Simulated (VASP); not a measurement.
Input of a VASP 6.6.1 run:

The input POSCAR:

```
SnSe2
1.0
    3.8432761029      0.0000000000      0.0000000000
   -1.9216380514      3.3283747388      0.0000000000
    0.0000000000      0.0000000000      6.5197940648
Sn Se
1 2
Direct
    0.0000000000      0.0000000000      0.0000000000
    0.3333333333      0.6666666667      0.2411421338
    0.6666666667      0.3333333333      0.7588578662
```

The input INCAR.step1:

```
PREC     = Accurate       # precision mode
ENCUT    = 520            # plane-wave cutoff, eV
ISMEAR   = 0              # smearing method
SIGMA    = 0.01           # smearing width, eV
LREAL    = False          # projectors in reciprocal space
LASPH    = True           # aspherical terms in the spheres
NELM     = 80             # most SCF steps
NBANDS   = 20             # bands
GGA      = PE             # functional
ALGO     = Normal         # electronic algorithm
EDIFF    = 1E-4           # SCF threshold, eV
LWAVE    = True           # write WAVECAR
LCHARG   = False          # write CHGCAR
```

File INCAR.step2:

```
PREC     = Accurate       # precision mode
ENCUT    = 520            # plane-wave cutoff, eV
EDIFF    = 1E-6           # SCF threshold, eV
ISMEAR   = 0              # smearing method
SIGMA    = 0.01           # smearing width, eV
LREAL    = False          # projectors in reciprocal space
LASPH    = True           # aspherical terms in the spheres
NELM     = 80             # most SCF steps
ALGO     = Normal         # electronic algorithm
ISIF     = 2              # what is computed and relaxed
LWAVE    = False          # write WAVECAR
LCHARG   = False          # write CHGCAR
METAGGA  = R2SCAN         # meta-GGA
LMIXTAU  = True         
NBANDS   = 20             # bands
ISTART   = 1
```

File KPOINTS:

```
regular mesh
0
Gamma
  6 6 4
```

Potentials or basis: VASP PAW PBE potentials, release 64 (Sn_d, Se).

The run is started by

```sh
$ cat potpaw_PBE.64/Sn_d/POTCAR potpaw_PBE.64/Se/POTCAR > POTCAR
$ cp INCAR.step1 INCAR
$ mpirun -np 1 vasp_std > vasp.out
$ cp INCAR.step2 INCAR
$ mpirun -np 1 vasp_std > vasp.out
```

(1) What does it give for the pressure?

(2) Estimate the band gap on the k mesh.

(3) What does it give for the largest force?

Answers

(1) 0.1 GPa.

(2) 1.05 eV (least direct gap 1.47 eV).

(3) 0.013 eV/Å.

Caveat: the PAW data sets were made with another functional, which shifts forces and pressure a little; spin-orbit coupling is left out, which moves the levels of the heavy elements.
